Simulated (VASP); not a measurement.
The system is Ta.

```
Ta
1.0
    -1.66787    1.66787    1.66787
     1.66787   -1.66787    1.66787
     1.66787    1.66787   -1.66787
Ta
1
Direct
  0.00000 0.00000 0.00000
```

* Program: VASP 6.6.1
* Task: relaxation of cell and atoms
* Functional: PBE
* Dispersion: D3(BJ)
* Potentials or basis: VASP PAW PBE potentials, release 64 (Ta_pv)
* Cutoff: 500 eV
* k mesh: 7 × 7 × 7
* Occupations: methfessel-paxton, width 0.2128 eV
* Spin: no spin polarisation

At the start: pressure -8.2 GPa; volume 18.56 Å³/atom.

Problem. Where does the relaxation end?

Solution. Over 4 steps the energy falls by 19.3 meV/atom and the volume is 17.83 Å³/atom (-3.9 %); space group Im-3m (No. 229, to 0.05 Å).

Step by step:
```csv
step,energy change (eV),largest force (eV/Å),pressure (GPa),volume (Å³)
1,0.0000,0.0000,-8.17,18.56
2,0.1113,0.0000,26.57,16.13
3,-0.0192,0.0000,-0.37,17.86
4,-0.0193,0.0000,-0.03,17.83
```

Final structure:
```yaml
crystal:
  lattice:
    - [-1.64580, 1.64580, 1.64580]
    - [1.64580, -1.64580, 1.64580]
    - [1.64580, 1.64580, -1.64580]
  atoms:
    - { symbol: Ta, position: [0.00000, 0.00000, 0.00000] }
```

Caveat: the k points lie up to 0.39 Å⁻¹ apart in the final cell; pairwise dispersion overbinds metals, which lowers pressure and volume.
